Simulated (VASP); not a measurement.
# HfC (F-43m) in VASP: a series of runs

The runs below take HfC through single point, with PBE.

All numbers are computed with VASP 6.6.1; they aren't measurements. Logs are shortened: lines on timing, memory, paths and dates and some standing lists are left out, and cuts for length are marked.

## (1) The cell of the first run

The structure is cubic, space group F-43m (No. 216). Conventional cell: a = 4.950 Å, b = 4.950 Å, c = 4.950 Å, α = 90.00°, β = 90.00°, γ = 90.00°. Within 2.8 Å of Hf (site symmetry -43m) lie 4 C at 2.14 Å. C (site symmetry -43m) has 4 Hf at 2.14 Å within 2.8 Å.

## (2) Single point, PBE (volume scaled by 0.945)

INCAR

```
SYSTEM = HfC
ALGO = Normal
EDIFF = 1E-7
ENCUT = 520
GGA = PE
ISIF = 2
ISMEAR = 0
LASPH = .True.
LCHARG = .False.
LREAL = .False.
LWAVE = .False.
NBANDS = 14
NELM = 80
PREC = Accurate
SIGMA = 0.05
```

KPOINTS

```
k-points
0
Gamma
  12 12 12
  0 0 0
```

POSCAR

```
HfC
1.0
    0.0000000000      2.4749939963      2.4749939963
    2.4749939963      0.0000000000      2.4749939963
    2.4749939963      2.4749939963      0.0000000000
Hf C
1 1
Direct
    0.0000000000      0.0000000000      0.0000000000
    0.2500000000      0.2500000000      0.2500000000
```

Potentials or basis: VASP PAW PBE potentials, release 64 (Hf_pv, C).

The run is started by

```bash
$ cat potpaw_PBE.64/Hf_pv/POTCAR potpaw_PBE.64/C/POTCAR > POTCAR
$ mpirun -np 1 vasp_std > vasp.out
```

OUTCAR:

```text
SYSTEM = HfC
   EDIFF = 1E-7
   ENCUT = 520
   GGA = PE
   ISIF = 2
   ISMEAR = 0
   LASPH = .True.
   LREAL = .False.
   NELM = 80
   PREC = Accurate

 ion  position               nearest neighbor table
   1  0.000  0.000  0.000-   2 2.14   2 2.14   2 2.14   2 2.14
   2  0.250  0.250  0.250-   1 2.14   1 2.14   1 2.14   1 2.14

  LATTYP: Found a face centered cubic cell.
 ALAT       =     4.9499879926

  Lattice vectors:

 A1 = (   0.0000000000,   2.4749939963,   2.4749939963)
 A2 = (   2.4749939963,   0.0000000000,   2.4749939963)
 A3 = (   2.4749939963,   2.4749939963,   0.0000000000)

Analysis of symmetry for initial positions (statically):
=====================================================================
 Subroutine PRICEL returns:
 Original cell was already a primitive cell.

 Routine SETGRP: Setting up the symmetry group for a
 face centered cubic supercell.

 Subroutine GETGRP returns: Found 24 space group operations
 (whereof 24 operations were pure point group operations)
 out of a pool of 48 trial point group operations.

The static configuration has the point symmetry T_d .

Analysis of symmetry for dynamics (positions and initial velocities):
=====================================================================
 Subroutine PRICEL returns:
 Original cell was already a primitive cell.

 Routine SETGRP: Setting up the symmetry group for a
 face centered cubic supercell.

 Subroutine GETGRP returns: Found 24 space group operations
 (whereof 24 operations were pure point group operations)
 out of a pool of 48 trial point group operations.

The dynamic configuration has the point symmetry T_d .

 Subroutine INISYM returns: Found 24 space group operations
 (whereof 24 operations are pure point group operations),
 and found     1 'primitive' translations

----------------------------------------------------------------------------------------

                                     Primitive cell

  volume of cell :      30.3216

  direct lattice vectors                    reciprocal lattice vectors
     0.000000000  2.474993996  2.474993996    -0.202020692  0.202020692  0.202020692
     2.474993996  0.000000000  2.474993996     0.202020692 -0.202020692  0.202020692
     2.474993996  2.474993996  0.000000000     0.202020692  0.202020692 -0.202020692

  length of vectors
     3.500170076  3.500170076  3.500170076     0.349910103  0.349910103  0.349910103

  position of ions in fractional coordinates (direct lattice)
     0.000000000  0.000000000  0.000000000
     0.250000000  0.250000000  0.250000000

  ion indices of the primitive-cell ions
   primitive index   ion index
                 1           1
                 2           2

----------------------------------------------------------------------------------------

 KPOINTS: k-points

Automatic generation of k-mesh.
 Grid dimensions read from file:
 generate k-points for:   12   12   12

 Generating k-lattice:

  Cartesian coordinates                     Fractional coordinates (reciprocal lattice)
    -0.016835058  0.016835058  0.016835058     0.083333333  0.000000000  0.000000000
     0.016835058 -0.016835058  0.016835058     0.000000000  0.083333333  0.000000000
     0.016835058  0.016835058 -0.016835058     0.000000000  0.000000000  0.083333333

  Length of vectors
     0.029159175  0.029159175  0.029159175

  Shift w.r.t. Gamma in fractional coordinates (k-lattice)
     0.000000000  0.000000000  0.000000000

 Subroutine IBZKPT returns following result:
 ===========================================

 Found     72 irreducible k-points:

 Following reciprocal coordinates:
            Coordinates               Weight
  0.000000  0.000000  0.000000      1.000000
  0.083333  0.000000  0.000000      8.000000
  0.166667  0.000000  0.000000      8.000000
  0.250000  0.000000  0.000000      8.000000
  0.333333  0.000000  0.000000      8.000000
  0.416667  0.000000  0.000000      8.000000
[... 16 lines left out ...]
  0.500000  0.166667  0.000000     24.000000
 -0.416667  0.166667  0.000000     24.000000
 [... further k-points ...]
   k-points           NKPTS =     72   k-points in BZ     NKDIM =     72   number of bands    NBANDS=     14
   number of dos      NEDOS =    301   number of ions     NIONS =      2
   total plane-waves  NPLWV =  21952
   dimension x,y,z NGX =    28 NGY =   28 NGZ =   28
   dimension x,y,z NGXF=    56 NGYF=   56 NGZF=   56
   ions per type =               1   1
   NGX,Y,Z   is equivalent  to a cutoff of  13.30, 13.30, 13.30 a.u.
   NGXF,Y,Z  is equivalent  to a cutoff of  26.60, 26.60, 26.60 a.u.
 SYSTEM =  HfC
   PREC   = accura    normal or accurate (medium, high low for compatibility)
   ISTART =      0    job   : 0-new  1-cont  2-samecut
   ICHARG =      2    charge: 1-file 2-atom 10-const
   ISPIN  =      1    spin polarized calculation?
   LNONCOLLINEAR =      F non collinear calculations
   LSORBIT =      F    spin-orbit coupling
   LASPH  =      T    aspherical Exc in radial PAW
   ENCUT  =  520.0 eV  38.22 Ry    6.18 a.u.   6.51  6.51  6.51*2*pi/ulx,y,z
   NELM   =     80;   NELMIN=  2; NELMDL= -5     # of ELM steps
   EDIFF  = 0.1E-06   stopping-criterion for ELM
   LREAL  =      F    real-space projection
   EDIFFG = 0.1E-05   stopping-criterion for IOM
   NSW    =      0    number of steps for IOM
   IBRION =     -1    ionic relax: 0-MD 1-quasi-New 2-CG
   NFREE  =      0    steps in history (QN), initial steepest desc. (CG)
   ISIF   =      2    stress and relaxation
   ISYM   =      2    0-nonsym 1-usesym 2-fastsym
   POTIM  = 0.5000    time-step for ionic-motion
   TEBEG  =    0.0;   TEEND  =   0.0 temperature during run
   PSTRESS=    0.0 pullay stress
   NELECT =      14.0000    total number of electrons
   NUPDOWN=      -1.0000    fix difference up-down
   EMIN   =  10.00;   EMAX   =-10.00  energy-range for DOS
   EFERMI =   0.00;   METHOD = LEGACY
   ISMEAR =     0;   SIGMA  =   0.05  broadening in eV -4-tet -1-fermi 0-gaus
   EFERMI_NEDOS =   21; number of points for ismear=-14 and -15
   IALGO  =     38    algorithm
   IMIX   =      4    mixing-type and parameters
     AMIX     =   0.40;   BMIX     =  1.00
     AMIX_MAG =   1.60;   BMIX_MAG =  1.00
  volume/ion in A,a.u.               =      15.16       102.31
  Fermi-wavevector in a.u.,A,eV,Ry     =   1.265319  2.391106 21.783365  1.601032
  Thomas-Fermi vector in A             =   2.398578
   LORBIT       =      0    0 simple, 1 ext, 2 COOP (PROOUT), +10 PAW based schemes
   GGA     = PE    functional components
   LHFCALC =     F    Hartree Fock is set to
   AEXX    =    0.0000 exact exchange contribution
   IVDW    =     0    specifies the selected vdW correction
   LEPSILON=     F    determine dielectric tensor
   LRPA    =     F    only Hartree local field effects (RPA)
 non-spin polarized calculation
 Gauss-broadening in eV      SIGMA  =   0.05
  energy-cutoff  :      520.00
  volume of cell :       30.32
 maximum number of plane-waves:       869
 NGX is ok and might be reduce to    28
   NGX = 13   NGY = 13   NGZ = 13

 number of electron      13.9999999 magnetization

 Free energy of the ion-electron system (eV)
  ---------------------------------------------------
  ext. energy  EPLUGINS =         0.00000000
  ---------------------------------------------------
  free energy    TOTEN  =       -19.70823204 eV

  energy without entropy =      -19.70823118  energy(sigma->0) =      -19.70823161

 E-fermi :   4.1909     XC(G=0): -11.0630

 val. band max:        4.0698744793   @ k =  -0.2500   0.5000   0.2500
 cond. band min:       4.3076715364   @ k =  -0.2500   0.5000   0.2500
 fundamental gap:      0.2377970571
 Fermi energy:         4.1908565693

 k-point     1 :       0.0000    0.0000    0.0000
  band No.  band energies     occupation
      1     -25.3917      2.00000
      2     -25.3917      2.00000
      3     -25.3917      2.00000
      4      -6.8215      2.00000
      5       1.6143      2.00000
      6       1.6143      2.00000
      7       1.6143      2.00000
      8       7.5217      0.00000
      9       7.7982      0.00000
     10       7.7982      0.00000
     11      13.5369      0.00000
     12      13.5369      0.00000
     13      13.5369      0.00000
     14      18.0460      0.00000

 k-point     2 :       0.0833    0.0000    0.0000
  band No.  band energies     occupation
      1     -25.4195      2.00000
      2     -25.3956      2.00000
      3     -25.3956      2.00000
      4      -6.6997      2.00000
      5       1.4486      2.00000
      6       1.6763      2.00000
      7       1.6763      2.00000
      8       7.6888      0.00000
      9       7.6888      0.00000
     10       7.8740      0.00000
     11      13.3230      0.00000
     12      13.7399      0.00000
     13      13.7399      0.00000
     14      17.9004      0.00000

 k-point     3 :       0.1667    0.0000    0.0000
  band No.  band energies     occupation
      1     -25.4944      2.00000
      2     -25.4062      2.00000
      3     -25.4062      2.00000
      4      -6.3654      2.00000
      5       1.1040      2.00000
      6       1.8361      2.00000
      7       1.8361      2.00000
      8       7.4946      0.00000
      9       7.4946      0.00000
     10       8.6872      0.00000
     11      12.9273      0.00000
     12      14.0570      0.00000
     13      14.0570      0.00000
     14      15.9301      0.00000

 k-point     4 :       0.2500    0.0000    0.0000
  band No.  band energies     occupation
      1     -25.5947      2.00000
      2     -25.4206      2.00000
      3     -25.4206      2.00000
      4      -5.9091      2.00000
      5       0.8330      2.00000
      6       2.0236      2.00000
      7       2.0236      2.00000
      8       7.4585      0.00000
      9       7.4585      0.00000
     10       9.3241      0.00000
     11      12.7377      0.00000
     12      13.8766      0.00000
     13      13.8766      0.00000
     14      14.1781      0.00000

 k-point     5 :       0.3333    0.0000    0.0000
  band No.  band energies     occupation
      1     -25.6928      2.00000
      2     -25.4349      2.00000
      3     -25.4349      2.00000
      4      -5.4644      2.00000
      5       0.7832      2.00000
      6       2.1636      2.00000
      7       2.1636      2.00000
      8       7.7328      0.00000
      9       7.7328      0.00000
     10       9.1683      0.00000
     11      11.8988      0.00000
[... 276 lines left out ...]
 k-point    22 :       0.4167    0.1667    0.0000
  band No.  band energies     occupation
      1     -25.7098      2.00000
      2     -25.4862      2.00000
      3     -25.4704      2.00000
      4      -5.0683      2.00000
      5       0.6059      2.00000
      6       2.2422      2.00000
      7       2.5973      2.00000
      8       6.4421      0.00000
      9       8.7755      0.00000
     10       8.8357      0.00000
     11      11.7830      0.00000
     12      12.6732      0.00000
     13      13.4520      0.00000
     14      15.5576      0.00000

 k-point    23 :       0.5000    0.1667    0.0000
  band No.  band energies     occupation
      1     -25.7515      2.00000
      2     -25.5074      2.00000
      3     -25.4714      2.00000
      4      -4.8536      2.00000
      5       0.9379      2.00000
      6       2.0905      2.00000
      7       2.6296      2.00000
      8       6.6865      0.00000
      9       8.4191      0.00000
     10       8.6731      0.00000
     11      11.5210      0.00000
     12      12.4686      0.00000
     13      12.7317      0.00000
     14      16.5750      0.00000

 k-point    24 :      -0.4167    0.1667    0.0000
  band No.  band energies     occupation
      1     -25.7549      2.00000
      2     -25.5200      2.00000
      3     -25.4637      2.00000
      4      -4.8274      2.00000
      5       1.1742      2.00000
      6       1.8955      2.00000
      7       2.5962      2.00000
      8       6.8479      0.00000
      9       7.9853      0.00000
     10       8.8160      0.00000
     11      11.9840      0.00000
     12      12.1712      0.00000
     13      12.5417      0.00000
     14      16.6967      0.00000

 [... further k-points ...]

------------------------ aborting loop because EDIFF is reached ----------------------------------------

  FORCE on cell =-STRESS in cart. coord.  units (eV):
  Direction    XX          YY          ZZ          XY          YZ          ZX
  --------------------------------------------------------------------------------------
  -------------------------------------------------------------------------------------
  Total        1.8024842      1.8024842      1.8024842      0.0000000      0.0000000     -0.0000000
  in kB       95.2422419     95.2422419     95.2422419      0.0000000      0.0000000     -0.0000000
  external PRESSURE =      95.2422419 kB  Pullay stress =       0.0000000 kB

 VOLUME and BASIS-vectors are now :
 -----------------------------------------------------------------------------
  energy-cutoff  :      520.00
  volume of cell :       30.32
      direct lattice vectors                 reciprocal lattice vectors
     0.000000000  2.474993996  2.474993996    -0.202020692  0.202020692  0.202020692
     2.474993996  0.000000000  2.474993996     0.202020692 -0.202020692  0.202020692
     2.474993996  2.474993996  0.000000000     0.202020692  0.202020692 -0.202020692

 POSITION                                       TOTAL-FORCE (eV/Angst)
 -----------------------------------------------------------------------------------
      0.00000      0.00000      0.00000         0.000000      0.000000      0.000000
      1.23750      1.23750      1.23750        -0.000000     -0.000000     -0.000000
 -----------------------------------------------------------------------------------
    total drift:                               -0.000000     -0.000000     -0.000000

  FREE ENERGIE OF THE ION-ELECTRON SYSTEM (eV)
  ---------------------------------------------------
  free  energy   TOTEN  =       -19.7082320426 eV

  energy  without entropy=      -19.7082311757  energy(sigma->0) =      -19.70823161
```

Wall time 29 s (1 thread of Intel Xeon 6975P-C, shared host); peak memory 0.18 GiB.

What came out:

| Item | Value |
| --- | --- |
| Free energy | -19.7082 eV |
| Pressure | 9.5 GPa |
| Band gap on the k mesh | 0.24 eV, direct |

Levels at points of the mesh, in eV from the valence-band top:
| k point | band 5 | band 6 | band 7 | band 8 | band 9 | band 10 |
| --- | --- | --- | --- | --- | --- | --- |
| (0.00, 0.00, 0.00) | -2.46 | -2.46 | -2.46 | 3.45 | 3.73 | 3.73 |
| (0.50, 0.00, 0.00) | -3.04 | -1.82 | -1.82 | 4.08 | 4.54 | 4.54 |
| (0.50, 0.50, 0.00) | -4.38 | -0.06 | -0.06 | 0.46 | 4.66 | 5.53 |

Caveat: spin-orbit coupling is left out, which moves the levels of the heavy elements. A k mesh can miss the band edges.

[end of part 1 of 2]
